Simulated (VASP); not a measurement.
# BP (I-4m2) in VASP: notebook, part 2 of 2

VASP 6.6.1. Earlier steps stand in the parts before.

## 3. Single point, PBE (strain -0.015 along x and y, +0.030 along z)

INCAR

```
  PREC = Accurate
  ENCUT = 520
  EDIFF = 1E-6
  ISMEAR = 0
  SIGMA = 0.05
  LREAL = F
  LASPH = T
  NELM = 60
  ALGO = Normal
  ISIF = 2
  LWAVE = F
  LCHARG = F
  GGA = PE
  NBANDS = 11
```

KPOINTS

```
regular mesh
0
Gamma
  10 10 10
```

POSCAR

```
BP
1.0
    0.0000000000      2.2400395891      2.3423764231
    2.2400395891      0.0000000000      2.3423764231
    2.2400395891      2.2400395891      0.0000000000
B P
1 1
Direct
    0.0000000000      0.0000000000      0.0000000000
    0.7500000000      0.7500000000      0.7500000000
```

Potentials or basis: VASP PAW PBE potentials, release 64 (B, P).

Launch:

```console
> cat potpaw_PBE.64/B/POTCAR potpaw_PBE.64/P/POTCAR > POTCAR
> mpirun -np 1 vasp_std > vasp.out
```

OUTCAR:

```text
PREC = Accurate
   ENCUT = 520
   EDIFF = 1E-6
   ISMEAR = 0
   LREAL = F
   LASPH = T
   NELM = 60
   ISIF = 2
   GGA = PE

 ion  position               nearest neighbor table
   1  0.000  0.000  0.000-   2 1.97   2 1.97   2 1.97   2 1.97
   2  0.750  0.750  0.750-   1 1.97   1 1.97   1 1.97   1 1.97

  LATTYP: Found a body centered tetragonal cell.
 ALAT       =     3.1678943672
 C/A-ratio  =     1.4788223038

  Lattice vectors:

 A1 = (  -2.2400395891,   0.0000000000,   2.3423764231)
 A2 = (   2.2400395891,   0.0000000000,   2.3423764231)
 A3 = (   0.0000000000,   2.2400395891,  -2.3423764231)

Analysis of symmetry for initial positions (statically):
=====================================================================
 Subroutine PRICEL returns:
 Original cell was already a primitive cell.

 Routine SETGRP: Setting up the symmetry group for a
 body centered tetragonal supercell.

 Subroutine GETGRP returns: Found  8 space group operations
 (whereof  8 operations were pure point group operations)
 out of a pool of 16 trial point group operations.

The static configuration has the point symmetry D_2d.

Analysis of symmetry for dynamics (positions and initial velocities):
=====================================================================
 Subroutine PRICEL returns:
 Original cell was already a primitive cell.

 Routine SETGRP: Setting up the symmetry group for a
 body centered tetragonal supercell.

 Subroutine GETGRP returns: Found  8 space group operations
 (whereof  8 operations were pure point group operations)
 out of a pool of 16 trial point group operations.

The dynamic configuration has the point symmetry D_2d.

 Subroutine INISYM returns: Found  8 space group operations
 (whereof  8 operations are pure point group operations),
 and found     1 'primitive' translations

[... 115 lines left out ...]
  volume/ion in A,a.u.               =      11.75        79.32
  Fermi-wavevector in a.u.,A,eV,Ry     =   1.142980  2.159920 17.774710  1.306404
  Thomas-Fermi vector in A             =   2.279677
   LORBIT       =      0    0 simple, 1 ext, 2 COOP (PROOUT), +10 PAW based schemes
   GGA     = PE    functional components
   LHFCALC =     F    Hartree Fock is set to
   AEXX    =    0.0000 exact exchange contribution
   IVDW    =     0    specifies the selected vdW correction
   LEPSILON=     F    determine dielectric tensor
   LRPA    =     F    only Hartree local field effects (RPA)
 non-spin polarized calculation
 Gauss-broadening in eV      SIGMA  =   0.05
  energy-cutoff  :      520.00
  volume of cell :       23.51
 maximum number of plane-waves:       652
   NGX = 13   NGY = 13   NGZ = 11

 number of electron       8.0000000 magnetization

 Free energy of the ion-electron system (eV)
  ---------------------------------------------------
  ext. energy  EPLUGINS =         0.00000000
  ---------------------------------------------------
  free energy    TOTEN  =       -12.90384073 eV

  energy without entropy =      -12.90384073  energy(sigma->0) =      -12.90384073

 E-fermi :   7.8159     XC(G=0): -10.8832

 val. band max:        7.5178839774   @ k =   0.0000   0.0000   0.0000
 cond. band min:       8.4293320791   @ k =   0.4000   0.0000   0.4000
 fundamental gap:      0.9114481018
 Fermi energy:         7.8158912385

 k-point     1 :       0.0000    0.0000    0.0000
  band No.  band energies     occupation
      1      -8.0431      2.00000
      2       7.0582      2.00000
      3       7.5179      2.00000
      4       7.5179      2.00000
      5      10.6840      0.00000
      6      10.6840      0.00000
      7      10.9308      0.00000
      8      14.6058      0.00000
      9      18.7834      0.00000
     10      18.9050      0.00000
     11      20.0681      0.00000
[... 309 lines left out ...]
 k-point    24 :       0.4000    0.3000    0.0000
  band No.  band energies     occupation
      1      -5.2710      2.00000
      2       0.9608      2.00000
      3       3.4852      2.00000
      4       4.1581      2.00000
      5       9.5503      0.00000
      6      11.2834      0.00000
      7      16.7238      0.00000
      8      16.8529      0.00000
      9      20.9246      0.00000
     10      22.7896      0.00000
     11      24.0266      0.00000

 [... further k-points ...]
[... 5 lines left out ...]
  --------------------------------------------------------------------------------------
  -------------------------------------------------------------------------------------
  Total        0.5982581      0.5982581     -1.2542678      0.0000000      0.0000000      0.0000000
  in kB       40.7756672     40.7756672    -85.4875316      0.0000000      0.0000000      0.0000000
  external PRESSURE =      -1.3120657 kB  Pullay stress =       0.0000000 kB

 VOLUME and BASIS-vectors are now :
 -----------------------------------------------------------------------------
  energy-cutoff  :      520.00
  volume of cell :       23.51
      direct lattice vectors                 reciprocal lattice vectors
     0.000000000  2.240039589  2.342376423    -0.223210341  0.223210341  0.213458433
     2.240039589  0.000000000  2.342376423     0.223210341 -0.223210341  0.213458433
     2.240039589  2.240039589  0.000000000     0.223210341  0.223210341 -0.213458433

 POSITION                                       TOTAL-FORCE (eV/Angst)
 -----------------------------------------------------------------------------------
      0.00000      0.00000      0.00000         0.000000      0.000000      0.000000
      3.36006      3.36006      3.51356        -0.000000     -0.000000     -0.000000
 -----------------------------------------------------------------------------------
    total drift:                               -0.000000     -0.000000     -0.000000

  FREE ENERGIE OF THE ION-ELECTRON SYSTEM (eV)
  ---------------------------------------------------
  free  energy   TOTEN  =       -12.9038407300 eV

  energy  without entropy=      -12.9038407300  energy(sigma->0) =      -12.90384073
```

stdout:

```text
POSCAR found type information on POSCAR B P
 POSCAR found :  2 types and       2 ions
 scaLAPACK will be used
 LDA part: xc-table for (Slater+PW92), standard interpolation
 POSCAR, INCAR and KPOINTS ok, starting setup
 FFT: planning ... GRIDC
 FFT: planning ... GRID_SOFT
 FFT: planning ... GRID
 WAVECAR not read
 entering main loop
```

It took 6.5 s on 1 thread of Intel Xeon 6975P-C (Granite Rapids), shared host; peak memory 0.15 GiB.

What came out:

| Property | Result |
| --- | --- |
| Free energy | -12.9038 eV |
| Pressure | -0.1 GPa |
| Band gap on the k mesh | 0.91 eV, indirect (least direct gap 3.17 eV) |

Caveat: the cell differs from its parent crystal (strain -0.015 along x and y, +0.030 along z).

## 4. Single point, PBE (strain +0.000 along x and y, +0.015 along z)

INCAR

```
SYSTEM = BP
PREC = Accurate ; ENCUT = 520
EDIFF = 1E-6 ; ISMEAR = 0
SIGMA = 0.05 ; LREAL = .FALSE.
LASPH = .TRUE. ; NELM = 60
ALGO = Normal ; ISIF = 2
LWAVE = .FALSE. ; LCHARG = .FALSE.
GGA = PE ; NBANDS = 11
```

KPOINTS

```
regular mesh
0
G
  10 10 10
  0 0 0
```

POSCAR

```
BP
1.0
    0.0000000000      2.2741518671      2.3082641451
    2.2741518671      0.0000000000      2.3082641451
    2.2741518671      2.2741518671      0.0000000000
B P
1 1
Direct
    0.0000000000      0.0000000000      0.0000000000
    0.7500000000      0.7500000000      0.7500000000
```

Launch:

```console
> cat potpaw_PBE.64/B/POTCAR potpaw_PBE.64/P/POTCAR > POTCAR
> mpirun -np 1 vasp_std > vasp.out
```

Wall time 6.7 s (1 thread of Intel Xeon 6975P-C (Granite Rapids), shared host); peak memory 0.14 GiB.

It converged, with:

```yaml
Free_energy: -12.9251 eV
Pressure: -2.5 GPa
Band_gap_on_the_k_mesh: 1.16 eV, indirect (least direct gap 3.29 eV)
```

Stress tensor (GPa, compression positive):
```
-1.22  0.00  0.00
 0.00 -1.22  0.00
 0.00  0.00 -5.21
```

Levels at points of the mesh, in eV from the valence-band top:
| k point | band 1 | band 2 | band 3 | band 4 | band 5 | band 6 | band 7 | band 8 | band 9 |
| --- | --- | --- | --- | --- | --- | --- | --- | --- | --- |
| (0.00, 0.00, 0.00) | -15.32 | -0.15 | 0.00 | 0.00 | 3.29 | 3.29 | 3.38 | 6.99 | 11.32 |
| (0.50, 0.00, 0.00) | -12.08 | -8.93 | -1.87 | -1.69 | 3.58 | 4.61 | 4.72 | 10.00 | 14.35 |
| (0.50, 0.50, 0.00) | -10.67 | -8.61 | -3.98 | -3.98 | 1.43 | 1.77 | 11.87 | 11.87 | 14.81 |
| (0.50, 0.00, 0.50) | -10.53 | -8.48 | -4.15 | -4.12 | 1.27 | 1.56 | 11.71 | 12.01 | 14.94 |

Caveat: the cell differs from its parent crystal (strain +0.000 along x and y, +0.015 along z). A k mesh can miss the band edges.

## 5. Overview

| cell | gap on the mesh (eV) | pressure (GPa) |
| --- | --- | --- |
| a = 3.216, b = 3.216, c = 3.168 Å, angles 60.5, 60.5, 59.0°, 2 atoms | 1.00 | 2.3 |
| a = 3.241, b = 3.241, c = 3.168 Å, angles 60.7, 60.7, 58.5°, 2 atoms | 0.91 | -0.1 |
| a = 3.240, b = 3.240, c = 3.216 Å, angles 60.2, 60.2, 59.5°, 2 atoms | 1.16 | -2.5 |

Alike in all rows: task single point; level PBE; potentials or basis VASP PAW PBE potentials, release 64 (B, P); no spin polarisation; k mesh 10 × 10 × 10; cutoff (eV) 520; smearing gaussian 0.05 eV.

Absolute energies hang on the potentials; compare differences alone.
